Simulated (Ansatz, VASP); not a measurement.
## Two plane-wave programs on NaMgI3

```xyz
5
Lattice="5.7594 0.0000 0.0000 0.0000 5.7594 0.0000 0.0000 0.0000 5.8028" Properties=species:S:1:pos:R:3 pbc="T T T"
Na    0.0000    0.0000    0.0000
Mg    2.8797    2.8797    2.9014
I     2.8797    2.8797    0.0000
I     2.8797    0.0000    2.9014
I     0.0000    2.8797    2.9014
```

Change from the starting cell: epitaxial_xy strain -0.5%.

Alike in both runs: task single point; functional PBE; k mesh 4 × 4 × 4; occupations fermi-dirac, width 0.02 eV; no spin polarisation.

```csv
,VASP,Ansatz
version,VASP 6.6.1,Ansatz 0.2.0
potentials or method,"VASP PAW PBE potentials, release 64 (Na_pv, Mg, I)","plane waves, PAW"
plane-wave cutoff (eV),520,420
valence electrons in the cell,30,70
```

Ansatz gave:

- gap on the k mesh at the Fermi level (eV): 1.20
- pressure (GPa): 0.4
- traceless stress, the component that is largest in VASP (GPa): -0.11

Problem. Which values does VASP return?

Solution. gap on the k mesh at the Fermi level (eV): 1.18; pressure (GPa): 0.4; traceless stress, the component that is largest in VASP (GPa): -0.12.

VASP's potentials hold 30 valence electrons a cell and Ansatz's 70, so a difference there can come from the potentials and not from the codes.

Spin-orbit coupling is off throughout.
